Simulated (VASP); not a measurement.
# ZnO (P6_3mc) in VASP: further runs

ZnO is run at these levels: PBE; tasks: electric field gradients.

Everything below comes from runs of VASP 6.6.1. Logs are shortened: lines on timing, memory, paths and dates and some standing lists are left out, and cuts for length are marked.

### Step 1. The cell of the first run

Symmetry: P6_3mc, No. 186, hexagonal system. Conventional cell: a = 3.271 Å, b = 3.271 Å, c = 5.238 Å, α = 90.00°, β = 90.00°, γ = 120.00°. Within 2.6 Å of Zn (site symmetry 3m) lie 4 O at 1.99 to 2.00 Å. Within 2.6 Å of O (site symmetry 3m) lie 4 Zn at 1.99 to 2.00 Å.

### Step 2. Electric field gradients, PBE (volume scaled by 1.02)

INCAR

```
SYSTEM = ZnO
  PREC = Accurate
  ENCUT = 520
  EDIFF = 1E-8
  ISMEAR = -1
  SIGMA = 0.02
  LREAL = .FALSE.
  LASPH = .TRUE.
  NELM = 80
  ALGO = Normal
  ISIF = 2
  LWAVE = .FALSE.
  LCHARG = .FALSE.
  GGA = PE
  LEFG = .TRUE.
  NBANDS = 26
```

KPOINTS

```
Automatic mesh
0
G
  11 11 6
  0 0 0
```

POSCAR

```
ZnO
1.0
    3.2709185479      0.0000000000      0.0000000000
   -1.6354592739      2.8326985562      0.0000000000
    0.0000000000      0.0000000000      5.2382632560
Zn O
2 2
Direct
    0.3333333333      0.6666666667      0.0000000000
    0.6666666667      0.3333333333      0.5000000000
    0.3333333333      0.6666666667      0.3821000000
    0.6666666667      0.3333333333      0.8821000000
```

Potentials or basis: VASP PAW PBE potentials, release 64 (Zn, O).

On the command line:

```console
$ cat potpaw_PBE.64/Zn/POTCAR potpaw_PBE.64/O/POTCAR > POTCAR
$ mpirun -np 1 vasp_std > vasp.out
```

OUTCAR:

```text
SYSTEM = ZnO
   PREC = Accurate
   ENCUT = 520
   EDIFF = 1E-8
   ISMEAR = -1
   LREAL = .FALSE.
   LASPH = .TRUE.
   NELM = 80
   ISIF = 2
   GGA = PE

 ion  position               nearest neighbor table
   1  0.333  0.667  0.000-   4 1.99   4 1.99   4 1.99   3 2.00
   2  0.667  0.333  0.500-   3 1.99   3 1.99   3 1.99   4 2.00
   3  0.333  0.667  0.382-   2 1.99   2 1.99   2 1.99   1 2.00
   4  0.667  0.333  0.882-   1 1.99   1 1.99   1 1.99   2 2.00

  LATTYP: Found a hexagonal cell.
 ALAT       =     3.2709185479
 C/A-ratio  =     1.6014655147

  Lattice vectors:

 A1 = (   3.2709185479,   0.0000000000,   0.0000000000)
 A2 = (  -1.6354592739,   2.8326985562,   0.0000000000)
 A3 = (   0.0000000000,   0.0000000000,   5.2382632560)

Analysis of symmetry for initial positions (statically):
=====================================================================
 Subroutine PRICEL returns:
 Original cell was already a primitive cell.

 Routine SETGRP: Setting up the symmetry group for a
 hexagonal supercell.

 Subroutine GETGRP returns: Found 12 space group operations
 (whereof  6 operations were pure point group operations)
 out of a pool of 24 trial point group operations.

The static configuration has the point symmetry C_3v.
 The point group associated with its full space group is C_6v.

Analysis of symmetry for dynamics (positions and initial velocities):
=====================================================================
 Subroutine PRICEL returns:
 Original cell was already a primitive cell.

 Routine SETGRP: Setting up the symmetry group for a
 hexagonal supercell.

 Subroutine GETGRP returns: Found 12 space group operations
 (whereof  6 operations were pure point group operations)
 out of a pool of 24 trial point group operations.

The dynamic configuration has the point symmetry C_3v.
 The point group associated with its full space group is C_6v.

 Subroutine INISYM returns: Found 12 space group operations
 (whereof  6 operations are pure point group operations),
 and found     1 'primitive' translations

----------------------------------------------------------------------------------------

                                     Primitive cell

  volume of cell :      48.5353

[... 137 lines left out ...]
  energy without entropy =      -17.84998118  energy(sigma->0) =      -17.84998118

 E-fermi :   1.4138     XC(G=0): -10.8077

 val. band max:        1.0294642861   @ k =   0.0000   0.0000   0.0000
 cond. band min:       1.7901396455   @ k =   0.0000   0.0000   0.0000
 fundamental gap:      0.7606753594
 Fermi energy:         1.4137939503

 k-point     1 :       0.0000    0.0000    0.0000
  band No.  band energies     occupation
      1     -16.9068      2.00000
      2     -16.2072      2.00000
      3      -4.5835      2.00000
      4      -4.5835      2.00000
      5      -4.5009      2.00000
      6      -4.4298      2.00000
[... 685 lines left out ...]
     25      13.9605      0.00000
     26      15.4398      0.00000

 [... further k-points ...]

------------------------ aborting loop because EDIFF is reached ----------------------------------------

  FORCE on cell =-STRESS in cart. coord.  units (eV):
  Direction    XX          YY          ZZ          XY          YZ          ZX
  --------------------------------------------------------------------------------------
  -------------------------------------------------------------------------------------
  Total        0.8901804      0.8901804      0.9974266      0.0000000      0.0000000     -0.0000000
  in kB       29.3853718     29.3853718     32.9256327      0.0000000      0.0000000     -0.0000000
  external PRESSURE =      30.5654588 kB  Pullay stress =       0.0000000 kB

 VOLUME and BASIS-vectors are now :
 -----------------------------------------------------------------------------
  energy-cutoff  :      520.00
  volume of cell :       48.54
      direct lattice vectors                 reciprocal lattice vectors
     3.270918548  0.000000000  0.000000000     0.305724519  0.176510133  0.000000000
    -1.635459274  2.832698556  0.000000000     0.000000000  0.353020267  0.000000000
     0.000000000  0.000000000  5.238263256     0.000000000  0.000000000  0.190902967

 POSITION                                       TOTAL-FORCE (eV/Angst)
 -----------------------------------------------------------------------------------
     -0.00000      1.88847      0.00000        -0.000000      0.000000      0.032369
      1.63546      0.94423      2.61913        -0.000000      0.000000      0.032369
     -0.00000      1.88847      2.00154         0.000000     -0.000000     -0.032369
      1.63546      0.94423      4.62067         0.000000      0.000000     -0.032369
 -----------------------------------------------------------------------------------
    total drift:                               -0.000001     -0.000001     -0.000435

  FREE ENERGIE OF THE ION-ELECTRON SYSTEM (eV)
  ---------------------------------------------------
  free  energy   TOTEN  =       -17.8499811816 eV

  energy  without entropy=      -17.8499811816  energy(sigma->0) =      -17.84998118

 Electric field gradients (V/A^2)
---------------------------------------------------------------------
 ion       V_xx      V_yy      V_zz      V_xy      V_xz      V_yz
---------------------------------------------------------------------
   1      -3.692    -3.691     7.383     0.001     0.000    -0.000
   2      -3.692    -3.691     7.383     0.001    -0.000     0.000
   3       1.689     1.683    -3.372    -0.004     0.000    -0.000
   4       1.689     1.683    -3.372    -0.004    -0.000     0.000
---------------------------------------------------------------------

 Electric field gradients after diagonalization (V/A^2)
 (convention: |V_zz| > |V_xx| > |V_yy|)
----------------------------------------------------------------------
 ion       V_xx      V_yy      V_zz     asymmetry (V_yy - V_xx)/ V_zz
----------------------------------------------------------------------
   1      -3.692    -3.690     7.383       0.000
   2      -3.692    -3.690     7.383       0.000
   3       1.691     1.681    -3.372       0.003
   4       1.691     1.681    -3.372       0.003
----------------------------------------------------------------------

           NMR quadrupolar parameters

 Cq : quadrupolar parameter    Cq=e*Q*V_zz/h
 eta: asymmetry parameters     (V_yy - V_xx)/ V_zz
 Q  : nuclear electric quadrupole moment in mb (millibarn)
----------------------------------------------------------------------
 ion       Cq(MHz)       eta       Q (mb)
----------------------------------------------------------------------
   1       0.018       0.000       1.000
   2       0.018       0.000       1.000
   3      -0.008       0.003       1.000
   4      -0.008       0.003       1.000
----------------------------------------------------------------------
```

Run time: 57 s. Hardware: 1 thread of Intel Xeon Platinum 8375C at 2.90GHz (Ice Lake), shared host; peak memory 0.2 GiB.

What came out:

| Quantity | Value |
| --- | --- |
| Free energy | -17.8500 eV |
| Pressure | 3.1 GPa |
| Largest force | 0.032 eV/Å |
| Band gap on the k mesh | 0.76 eV, direct |

Forces on the atoms (eV/Å):
```
Zn   0.000  0.000  0.032
Zn   0.000  0.000  0.032
O    0.000  0.000 -0.032
O    0.000  0.000 -0.032
```

Levels at points of the mesh, in eV from the valence-band top:
```tsv
k point	band 14	band 15	band 16	band 17	band 18	band 19	band 20	band 21	band 22	band 23
(0.00, 0.00, 0.00)	-0.76	-0.76	-0.09	0.00	0.00	0.76	5.12	8.18	12.74	12.74
(0.00, 0.00, 0.50)	-2.22	-0.38	-0.38	-0.38	-0.38	3.41	3.41	10.01	10.01	13.02
```

Electric field gradients, principal values (V/Å²):
```
atom   least  middle  greatest (by size)
1 Zn  -3.690  -3.692               7.383
2 Zn  -3.690  -3.692               7.383
 3 O   1.681   1.691              -3.372
 4 O   1.681   1.691              -3.372
```

Caveat: without QUAD_EFG the Cq values of the log hold for a quadrupole moment of 1 mb, not for the nuclei.

### Step 3. Electric field gradients, PBE (volume scaled by 1.06)

INCAR

```
ALGO = Normal ; EDIFF = 1E-8
ENCUT = 520 ; GGA = PE
ISIF = 2 ; ISMEAR = -1
LASPH = T ; LCHARG = F
LEFG = T ; LREAL = F
LWAVE = F ; NBANDS = 26
NELM = 60 ; PREC = Accurate
SIGMA = 0.02
```

KPOINTS

```
k-points
0
Gamma
  11 11 6
```

POSCAR

```
ZnO
1.0
    3.3131286040      0.0000000000      0.0000000000
   -1.6565643020      2.8692535371      0.0000000000
    0.0000000000      0.0000000000      5.3058612053
Zn O
2 2
Direct
    0.3333333333      0.6666666667      0.0000000000
    0.6666666667      0.3333333333      0.5000000000
    0.3333333333      0.6666666667      0.3821000000
    0.6666666667      0.3333333333      0.8821000000
```

Potentials or basis: VASP PAW PBE potentials, release 64 (Zn, O).

On the command line:

```console
$ cat potpaw_PBE.64/Zn/POTCAR potpaw_PBE.64/O/POTCAR > POTCAR
$ mpirun -np 1 vasp_std > vasp.out
```

OUTCAR:

```text
EDIFF = 1E-8
   ENCUT = 520
   GGA = PE
   ISIF = 2
   ISMEAR = -1
   LASPH = T
   LREAL = F
   NELM = 60
   PREC = Accurate

 ion  position               nearest neighbor table
   1  0.333  0.667  0.000-   4 2.01   4 2.01   4 2.01   3 2.03
   2  0.667  0.333  0.500-   3 2.01   3 2.01   3 2.01   4 2.03
   3  0.333  0.667  0.382-   2 2.01   2 2.01   2 2.01   1 2.03
   4  0.667  0.333  0.882-   1 2.01   1 2.01   1 2.01   2 2.03

  LATTYP: Found a hexagonal cell.
 ALAT       =     3.3131286040
 C/A-ratio  =     1.6014655148

  Lattice vectors:

 A1 = (   3.3131286040,   0.0000000000,   0.0000000000)
 A2 = (  -1.6565643020,   2.8692535371,   0.0000000000)
 A3 = (   0.0000000000,   0.0000000000,   5.3058612053)

Analysis of symmetry for initial positions (statically):
=====================================================================
 Subroutine PRICEL returns:
 Original cell was already a primitive cell.
[... 902 lines left out ...]
     -0.00000      1.91284      0.00000         0.000000      0.000000      0.032105
      1.65656      0.95642      2.65293        -0.000000     -0.000000      0.032105
     -0.00000      1.91284      2.02737        -0.000000      0.000000     -0.032105
      1.65656      0.95642      4.68030         0.000000      0.000000     -0.032105
 -----------------------------------------------------------------------------------
    total drift:                                0.000000      0.000000     -0.001278

  FREE ENERGIE OF THE ION-ELECTRON SYSTEM (eV)
  ---------------------------------------------------
  free  energy   TOTEN  =       -17.8570021638 eV

  energy  without entropy=      -17.8570021637  energy(sigma->0) =      -17.85700216

 Electric field gradients (V/A^2)
---------------------------------------------------------------------
 ion       V_xx      V_yy      V_zz      V_xy      V_xz      V_yz
---------------------------------------------------------------------
   1      -3.488    -3.483     6.971     0.004     0.000    -0.000
   2      -3.488    -3.483     6.971     0.004    -0.000     0.000
   3       1.718     1.719    -3.437     0.001     0.000    -0.000
   4       1.718     1.719    -3.437     0.001    -0.000     0.000
---------------------------------------------------------------------

 Electric field gradients after diagonalization (V/A^2)
 (convention: |V_zz| > |V_xx| > |V_yy|)
----------------------------------------------------------------------
 ion       V_xx      V_yy      V_zz     asymmetry (V_yy - V_xx)/ V_zz
----------------------------------------------------------------------
   1      -3.490    -3.481     6.971       0.001
   2      -3.490    -3.481     6.971       0.001
   3       1.720     1.717    -3.437       0.001
   4       1.720     1.717    -3.437       0.001
----------------------------------------------------------------------

           NMR quadrupolar parameters

 Cq : quadrupolar parameter    Cq=e*Q*V_zz/h
 eta: asymmetry parameters     (V_yy - V_xx)/ V_zz
 Q  : nuclear electric quadrupole moment in mb (millibarn)
----------------------------------------------------------------------
 ion       Cq(MHz)       eta       Q (mb)
----------------------------------------------------------------------
   1       0.017       0.001       1.000
   2       0.017       0.001       1.000
   3      -0.008       0.001       1.000
   4      -0.008       0.001       1.000
----------------------------------------------------------------------
```

Wall time 80 s (1 thread of Intel Xeon Platinum 8375C at 2.90GHz (Ice Lake), shared host); peak memory 0.21 GiB.

Results:

| Property | Result |
| --- | --- |
| Free energy | -17.8570 eV |
| Pressure | -2.0 GPa |
| Largest force | 0.032 eV/Å |
| Band gap on the k mesh | 0.70 eV, direct |

Forces on the atoms (eV/Å):
```
Zn   0.000  0.000  0.032
Zn   0.000  0.000  0.032
O    0.000  0.000 -0.032
O    0.000  0.000 -0.032
```

Electric field gradients, principal values (V/Å²):
```
atom   least  middle  greatest (by size)
1 Zn  -3.481  -3.490               6.971
2 Zn  -3.481  -3.490               6.971
 3 O   1.717   1.720              -3.437
 4 O   1.717   1.720              -3.437
```

Caveat: without QUAD_EFG the Cq values of the log hold for a quadrupole moment of 1 mb, not for the nuclei.

(Continued in part 2 of 3.)
